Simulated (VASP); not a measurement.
Set up this calculation in VASP 6.6.1, as the native input.

- Task: single point
- Functional: r2SCAN
- Potentials or basis: VASP PAW PBE potentials, release 64 (Cd, S)
- Cutoff: 520 eV
- k mesh: 9 × 9 × 4
- Occupations: gaussian, width 0.01 eV
- Spin: no spin polarisation
- Dipole correction: no
- Further INCAR settings: ALGO = Normal; EDIFF = 1e-07; NBANDS = 26

CdS:

```
CELL_PARAMETERS angstrom
4.12453 0.00000 0.00000
-2.06227 3.57195 0.00000
0.00000 0.00000 6.70921
ATOMIC_POSITIONS crystal
Cd 0.33333 0.66667 0.96317
Cd 0.66667 0.33333 0.46317
S 0.33333 0.66667 0.41383
S 0.66667 0.33333 0.91383
```

This cell differs from its parent crystal: atoms displaced along a vibrational mode.

The input as run:

POSCAR

```
CdS
1.0
    4.1245340209      0.0000000000      0.0000000000
   -2.0622670104      3.5719512409      0.0000000000
    0.0000000000      0.0000000000      6.7092066446
Cd S
2 2
Direct
    0.3333333333      0.6666666667     -0.0368285439
    0.6666666667      0.3333333333      0.4631714561
    0.3333333333      0.6666666667      0.4138285439
    0.6666666667      0.3333333333      0.9138285439
```

INCAR.step1

```
PREC     = Accurate       # precision mode
ENCUT    = 520            # plane-wave cutoff, eV
ISMEAR   = 0              # smearing method
SIGMA    = 0.01           # smearing width, eV
LREAL    = False          # projectors in reciprocal space
LASPH    = True           # aspherical terms in the spheres
NELM     = 60             # most SCF steps
NBANDS   = 26             # bands
GGA      = PE             # functional
ALGO     = Normal         # electronic algorithm
EDIFF    = 1E-4           # SCF threshold, eV
LWAVE    = True           # write WAVECAR
LCHARG   = False          # write CHGCAR
```

INCAR.step2

```
PREC     = Accurate       # precision mode
ENCUT    = 520            # plane-wave cutoff, eV
EDIFF    = 1E-7           # SCF threshold, eV
ISMEAR   = 0              # smearing method
SIGMA    = 0.01           # smearing width, eV
LREAL    = False          # projectors in reciprocal space
LASPH    = True           # aspherical terms in the spheres
NELM     = 60             # most SCF steps
ALGO     = Normal         # electronic algorithm
ISIF     = 2              # what is computed and relaxed
LWAVE    = False          # write WAVECAR
LCHARG   = False          # write CHGCAR
METAGGA  = R2SCAN         # meta-GGA
LMIXTAU  = True         
NBANDS   = 26             # bands
ISTART   = 1
```

KPOINTS

```
Automatic mesh
0
Gamma
  9 9 4
```

Potentials or basis: VASP PAW PBE potentials, release 64 (Cd, S).

The run is started by

```bash
$ cat potpaw_PBE.64/Cd/POTCAR potpaw_PBE.64/S/POTCAR > POTCAR
$ cp INCAR.step1 INCAR
$ mpirun -np 1 vasp_std > vasp.out
$ cp INCAR.step2 INCAR
$ mpirun -np 1 vasp_std > vasp.out
```

Results of the run:

```
Pressure               : 5.1 GPa
Largest force          : 0.644 eV/Å
Band gap on the k mesh : 1.89 eV
```

Caveat: the cell differs from its parent crystal (atoms displaced along a vibrational mode); the cell stands under pressure; the PAW data sets were made with another functional, which shifts forces and pressure a little.

Wall time 7.4 min on 1 thread of Intel Xeon 8259CL, on a shared host, peak memory 0.27 GiB.
